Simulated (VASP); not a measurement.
# MoS2 (R-3m) in VASP: a series of runs

Runs on MoS2. Level: PBEsol. Tasks: single point, relaxation of cell and atoms.

All numbers are computed with VASP 6.6.1; they aren't measurements. Logs are shortened: lines on timing, memory, paths and dates and some standing lists are left out, and cuts for length are marked.

## 1. The cell of the first run

Symmetry: R-3m, No. 166, trigonal system. The conventional cell has a = 3.120 Å, b = 3.120 Å, c = 18.258 Å, α = 90.00°, β = 90.00°, γ = 120.00°. Mo (site symmetry -3m) has 6 S at 2.41 Å and 6 Mo at 3.12 Å within 3.2 Å. Within 3.2 Å of S (site symmetry 3m) lie 3 Mo at 2.41 Å and 6 S at 3.12 Å.

## 2. Single point, PBEsol

INCAR

```
PREC     = Accurate       # precision mode
ENCUT    = 520            # plane-wave cutoff, eV
EDIFF    = 1E-6           # SCF threshold, eV
ISMEAR   = 0              # smearing method
SIGMA    = 0.1            # smearing width, eV
LREAL    = False          # projectors in reciprocal space
LASPH    = True           # aspherical terms in the spheres
NELM     = 60             # most SCF steps
ALGO     = Normal         # electronic algorithm
ISIF     = 2              # what is computed and relaxed
LWAVE    = False          # write WAVECAR
LCHARG   = True           # write CHGCAR
GGA      = PS             # functional
LELF     = True           # ELF
LVHAR    = True         
NBANDS   = 20             # bands
ISYM     = 0
```

KPOINTS

```
regular mesh
0
Gamma
  11 6 13
```

POSCAR

```
MoS2
1.0
    3.1204068994      0.0000000000      0.0000000000
   -1.5602034497      6.1523258013      0.0000000000
    1.5602034497      0.3956609066      2.6732296685
Mo S
1 2
Direct
    0.0000000000      0.0000000000      0.0000000000
    0.4912866992      0.7369300487      0.7543566504
    0.5087133008      0.2630699513      0.2456433496
```

Potentials or basis: VASP PAW PBE potentials, release 64 (Mo_sv, S).

Launch:

```bash
$ cat potpaw_PBE.64/Mo_sv/POTCAR potpaw_PBE.64/S/POTCAR > POTCAR
$ mpirun -np 1 vasp_std > vasp.out
```

OUTCAR:

```text
PREC = Accurate
   ENCUT = 520
   EDIFF = 1E-6
   ISMEAR = 0
   LREAL = False
   LASPH = True
   NELM = 60
   ISIF = 2
   GGA = PS
   ISYM = 0

 ion  position               nearest neighbor table
   1  0.000  0.000  0.000-   3 2.41   2 2.41   2 2.41   3 2.41   2 2.41   3 2.41
   2  0.491  0.737  0.754-   1 2.41   1 2.41   1 2.41
   3  0.509  0.263  0.246-   1 2.41   1 2.41   1 2.41

IMPORTANT INFORMATION: All symmetrisations will be switched off!
NOSYMM: (Re-)initialisation of all symmetry stuff for point group C_1.

----------------------------------------------------------------------------------------

                                     Primitive cell

  volume of cell :      51.3200

  direct lattice vectors                    reciprocal lattice vectors
     3.120406899  0.000000000  0.000000000     0.320471026  0.081270078 -0.199068340
    -1.560203450  6.152325801  0.000000000     0.000000000  0.162540157 -0.024057337
     1.560203450  0.395660907  2.673229668     0.000000000  0.000000000  0.374079344

  length of vectors
     3.120406899  6.347073938  3.120406899     0.385920598  0.164310858  0.374079344

  position of ions in fractional coordinates (direct lattice)
     0.000000000  0.000000000  0.000000000
     0.491286699  0.736930049  0.754356650
     0.508713301  0.263069951  0.245643350

  ion indices of the primitive-cell ions
   primitive index   ion index
                 1           1
                 2           2
                 3           3

----------------------------------------------------------------------------------------

 KPOINTS: regular mesh

Automatic generation of k-mesh.
 Grid dimensions read from file:
 generate k-points for:   11    6   13

 Generating k-lattice:

  Cartesian coordinates                     Fractional coordinates (reciprocal lattice)
     0.029133730  0.007388189 -0.018097122     0.090909091  0.000000000  0.000000000
     0.000000000  0.027090026 -0.004009556     0.000000000  0.166666667  0.000000000
     0.000000000  0.000000000  0.028775334     0.000000000  0.000000000  0.076923077

  Length of vectors
     0.035083691  0.027385143  0.028775334

  Shift w.r.t. Gamma in fractional coordinates (k-lattice)
     0.000000000  0.000000000  0.000000000

 -----------------------------------------------------------------------------
|                                                                             |
|           W    W    AA    RRRRR   N    N  II  N    N   GGGG   !!!           |
|           W    W   A  A   R    R  NN   N  II  NN   N  G    G  !!!           |
|           W    W  A    A  R    R  N N  N  II  N N  N  G       !!!           |
|           W WW W  AAAAAA  RRRRR   N  N N  II  N  N N  G  GGG   !            |
|           WW  WW  A    A  R   R   N   NN  II  N   NN  G    G                |
|           W    W  A    A  R    R  N    N  II  N    N   GGGG   !!!           |
|                                                                             |
|     Your reciprocal lattice and k-lattice belong to different lattice       |
|     classes:                                                                |
|                                                                             |
|        The reciprocal lattice is rhombohedral (trigonal),                   |
|        whereas your k-lattice is triclinic.                                 |
|                                                                             |
|     Results are often still useful ...                                      |
|                                                                             |
 -----------------------------------------------------------------------------

 WARNING: IBZKPT: internal override: KBLOWUP is changed to .FALSE.
      ... skipping the blow-up phase ...

 Subroutine IBZKPT returns following result:
 ===========================================

 Found    430 irreducible k-points:

 Following reciprocal coordinates:
            Coordinates               Weight
  0.000000  0.000000  0.000000      1.000000
  0.090909 -0.000000 -0.000000      2.000000
  0.181818 -0.000000 -0.000000      2.000000
  0.272727 -0.000000  0.000000      2.000000
  0.363636 -0.000000 -0.000000      2.000000
  0.454545  0.000000 -0.000000      2.000000
[... 16 lines left out ...]
  0.454545  0.333333 -0.000000      2.000000
 -0.454545  0.333333  0.000000      2.000000
 [... further k-points ...]
   k-points           NKPTS =    430   k-points in BZ     NKDIM =    430   number of bands    NBANDS=     20
   number of dos      NEDOS =    301   number of ions     NIONS =      3
   total plane-waves  NPLWV =  27648
   dimension x,y,z NGX =    24 NGY =   48 NGZ =   24
   dimension x,y,z NGXF=    48 NGYF=   96 NGZF=   48
   ions per type =               1   2
   NGX,Y,Z   is equivalent  to a cutoff of  12.79, 12.57, 12.79 a.u.
   NGXF,Y,Z  is equivalent  to a cutoff of  25.57, 25.14, 25.57 a.u.
 SYSTEM =  unknown system
   PREC   = accura    normal or accurate (medium, high low for compatibility)
   ISTART =      0    job   : 0-new  1-cont  2-samecut
   ICHARG =      2    charge: 1-file 2-atom 10-const
   ISPIN  =      1    spin polarized calculation?
   LNONCOLLINEAR =      F non collinear calculations
   LSORBIT =      F    spin-orbit coupling
   LASPH  =      T    aspherical Exc in radial PAW
   ENCUT  =  520.0 eV  38.22 Ry    6.18 a.u.   5.80 11.80  5.80*2*pi/ulx,y,z
   NELM   =     60;   NELMIN=  2; NELMDL= -5     # of ELM steps
   EDIFF  = 0.1E-05   stopping-criterion for ELM
   LREAL  =      F    real-space projection
   EDIFFG = 0.1E-04   stopping-criterion for IOM
   NSW    =      0    number of steps for IOM
   IBRION =     -1    ionic relax: 0-MD 1-quasi-New 2-CG
   NFREE  =      0    steps in history (QN), initial steepest desc. (CG)
   ISIF   =      2    stress and relaxation
   ISYM   =      0    0-nonsym 1-usesym 2-fastsym
   POTIM  = 0.5000    time-step for ionic-motion
   TEBEG  =    0.0;   TEEND  =   0.0 temperature during run
   PSTRESS=    0.0 pullay stress
   NELECT =      26.0000    total number of electrons
   NUPDOWN=      -1.0000    fix difference up-down
   EMIN   =  10.00;   EMAX   =-10.00  energy-range for DOS
   EFERMI =   0.00;   METHOD = LEGACY
   ISMEAR =     0;   SIGMA  =   0.10  broadening in eV -4-tet -1-fermi 0-gaus
   EFERMI_NEDOS =   21; number of points for ismear=-14 and -15
   IALGO  =     38    algorithm
   IMIX   =      4    mixing-type and parameters
     AMIX     =   0.40;   BMIX     =  1.00
     AMIX_MAG =   1.60;   BMIX_MAG =  1.00
  volume/ion in A,a.u.               =      17.11       115.44
  Fermi-wavevector in a.u.,A,eV,Ry     =   1.305080  2.466243 23.173889  1.703233
  Thomas-Fermi vector in A             =   2.435973
   LORBIT       =      0    0 simple, 1 ext, 2 COOP (PROOUT), +10 PAW based schemes
   GGA     = PS    functional components
   LHFCALC =     F    Hartree Fock is set to
   AEXX    =    0.0000 exact exchange contribution
   IVDW    =     0    specifies the selected vdW correction
   LEPSILON=     F    determine dielectric tensor
   LRPA    =     F    only Hartree local field effects (RPA)
 non-spin polarized calculation
 Gauss-broadening in eV      SIGMA  =   0.10
  energy-cutoff  :      520.00
  volume of cell :       51.32
 maximum number of plane-waves:      1399
   NGX = 11   NGY = 23   NGZ = 11

 number of electron      26.0000000 magnetization

 Free energy of the ion-electron system (eV)
  ---------------------------------------------------
  ext. energy  EPLUGINS =         0.00000000
  ---------------------------------------------------
  free energy    TOTEN  =       -22.64598451 eV

  energy without entropy =      -22.64187826  energy(sigma->0) =      -22.64393139

 E-fermi :   8.1419     XC(G=0): -11.2855

 val. band max:        8.1277365883   @ k =   0.4545   0.5000   0.2308
 cond. band min:       8.1446297620   @ k =   0.1818  -0.3333   0.3846
 fundamental gap:      0.0168931736
 Fermi energy:         8.1418967724

 k-point     1 :       0.0000    0.0000    0.0000
  band No.  band energies     occupation
      1     -53.4550      2.00000
      2     -27.5984      2.00000
      3     -27.4208      2.00000
      4     -27.4125      2.00000
      5      -7.0936      2.00000
      6      -5.4533      2.00000
[... 12 lines left out ...]
     19      14.9655      0.00000
     20      17.8867      0.00000

 k-point     2 :       0.0909   -0.0000   -0.0000
  band No.  band energies     occupation
      1     -53.4511      2.00000
      2     -27.5911      2.00000
      3     -27.4571      2.00000
      4     -27.4215      2.00000
      5      -6.9444      2.00000
      6      -5.4299      2.00000
[... 12 lines left out ...]
     19      15.4822      0.00000
     20      17.3633      0.00000

 k-point     3 :       0.1818   -0.0000   -0.0000
  band No.  band energies     occupation
      1     -53.4407      2.00000
      2     -27.5719      2.00000
      3     -27.5547      2.00000
      4     -27.4441      2.00000
      5      -6.5167      2.00000
      6      -5.3626      2.00000
[... 12 lines left out ...]
     19      15.9942      0.00000
     20      17.5474      0.00000

 k-point     4 :       0.2727   -0.0000    0.0000
  band No.  band energies     occupation
      1     -53.4271      2.00000
      2     -27.6815      2.00000
      3     -27.5456      2.00000
      4     -27.4733      2.00000
      5      -5.8750      2.00000
      6      -5.2616      2.00000
[... 429 lines left out ...]
 k-point    23 :       0.4545    0.3333   -0.0000
  band No.  band energies     occupation
      1     -53.4070      2.00000
      2     -27.8624      2.00000
      3     -27.5160      2.00000
      4     -27.5076      2.00000
      5      -5.2631      2.00000
      6      -4.3670      2.00000
[... 12 lines left out ...]
     19      14.1386      0.00000
     20      15.6772      0.00000

 k-point    24 :      -0.4545    0.3333    0.0000
  band No.  band energies     occupation
      1     -53.4070      2.00000
      2     -27.8624      2.00000
      3     -27.5160      2.00000
      4     -27.5075      2.00000
      5      -5.2413      2.00000
      6      -4.4142      2.00000
[... 12 lines left out ...]
     19      14.6194      0.00000
     20      15.8757      0.00000

 [... further k-points ...]

------------------------ aborting loop because EDIFF is reached ----------------------------------------

  FORCE on cell =-STRESS in cart. coord.  units (eV):
  Direction    XX          YY          ZZ          XY          YZ          ZX
  --------------------------------------------------------------------------------------
  -------------------------------------------------------------------------------------
  Total       -0.0110449     -0.0189469      0.0601099      0.0151789     -0.0306875      0.0064306
  in kB       -0.3448149     -0.5915086      1.8765900      0.4738747     -0.9580444      0.2007605
  external PRESSURE =       0.3134222 kB  Pullay stress =       0.0000000 kB

 VOLUME and BASIS-vectors are now :
 -----------------------------------------------------------------------------
  energy-cutoff  :      520.00
  volume of cell :       51.32
      direct lattice vectors                 reciprocal lattice vectors
     3.120406899  0.000000000  0.000000000     0.320471026  0.081270078 -0.199068340
    -1.560203450  6.152325801  0.000000000     0.000000000  0.162540157 -0.024057337
     1.560203450  0.395660907  2.673229668     0.000000000  0.000000000  0.374079344

 POSITION                                       TOTAL-FORCE (eV/Angst)
 -----------------------------------------------------------------------------------
      0.00000      0.00000      0.00000        -0.000000     -0.000000      0.000000
      1.56020      4.83230      2.01657        -0.000419      0.003132      0.006652
      1.56020      1.71568      0.65666         0.000419     -0.003132     -0.006652
 -----------------------------------------------------------------------------------
    total drift:                                0.000000     -0.000000     -0.000000

  FREE ENERGIE OF THE ION-ELECTRON SYSTEM (eV)
  ---------------------------------------------------
  free  energy   TOTEN  =       -22.6459845120 eV

  energy  without entropy=      -22.6418782603  energy(sigma->0) =      -22.64393139
```

It took 15 min on 1 thread of AMD EPYC 7R13, shared host; peak memory 0.45 GiB.

Results:

| Item | Value |
| --- | --- |
| Free energy | -22.6460 eV |
| Pressure | 0.0 GPa |
| Largest force | 0.007 eV/Å |
| Band gap on the k mesh | zero (band 13 reaches 8.46 eV, above the bottom of band 14 at 7.91 eV) |

Forces on the atoms (eV/Å):
```
Mo   0.000  0.000  0.000
S    0.000  0.003  0.007
S    0.000 -0.003 -0.007
```

Caveat: the PAW data sets were made with another functional, which shifts forces and pressure a little; this functional lacks dispersion, which binds the layers, so the pressure and a relaxed spacing across them are unreliable.

## 3. Single point, PBEsol

INCAR

```
ALGO = Normal ; EDIFF = 1E-6
ENCUT = 520 ; GGA = PS
ISIF = 2 ; ISMEAR = 0
ISYM = 0 ; LASPH = T
LCHARG = F ; LREAL = F
LWAVE = F ; NBANDS = 20
NELM = 100 ; PREC = Accurate
SIGMA = 0.1
```

KPOINTS

```
k-points
0
Gamma
  12 12 6
```

POSCAR

```
MoS2
1.0
    3.1209825812      0.0000000000      0.0000000000
   -1.5604912906      2.7028502000      0.0000000000
    1.5604912906      0.9009500667      6.0764459969
Mo S
1 2
Direct
    0.0000000000      0.0000000000      0.0000000000
    0.4910445986      0.2455222993      0.2634331021
    0.5089554014      0.7544777007      0.7365668979
```

Potentials or basis: VASP PAW PBE potentials, release 64 (Mo_sv, S).

Launch:

```bash
$ cat potpaw_PBE.64/Mo_sv/POTCAR potpaw_PBE.64/S/POTCAR > POTCAR
$ mpirun -np 1 vasp_std > vasp.out
```

Run time: 6.1 min. Hardware: 1 thread of AMD EPYC 7R43 (Zen 3), shared host; peak memory 0.45 GiB.

It converged, with:

```
Free energy            : -22.6435 eV
Pressure               : 0.0 GPa
Band gap on the k mesh : zero (band 13 reaches 8.38 eV, above the bottom of band 14 at 7.91 eV)
```

Levels at points of the mesh, in eV from the Fermi level:
```
           k point  band 10  band 11  band 12  band 13  band 14  band 15  band 16  band 17
(0.00, 0.00, 0.00)    -1.64    -1.64    -0.81    -0.81     0.10     0.10     3.27     3.27
(0.50, 0.00, 0.00)    -3.92    -2.87    -2.49    -1.61     1.42     1.83     3.80     4.61
(0.00, 0.50, 0.00)    -4.02    -2.75    -2.09    -1.29     1.42     2.16     3.21     4.00
(0.50, 0.50, 0.00)    -4.02    -2.75    -2.09    -1.29     1.42     2.16     3.21     4.00
(0.00, 0.00, 0.50)    -3.69    -0.79    -0.79    -0.22    -0.05    -0.05     3.44     3.44
(0.50, 0.00, 0.50)    -4.02    -2.75    -2.09    -1.29     1.42     2.16     3.21     4.00
(0.00, 0.50, 0.50)    -3.92    -2.87    -2.49    -1.61     1.42     1.83     3.80     4.61
(0.50, 0.50, 0.50)    -3.92    -2.87    -2.49    -1.61     1.42     1.83     3.80     4.61
```

Caveat: the PAW data sets were made with another functional, which shifts forces and pressure a little; this functional lacks dispersion, which binds the layers, so the pressure and a relaxed spacing across them are unreliable.

(Part 1 of 2 ends here.)
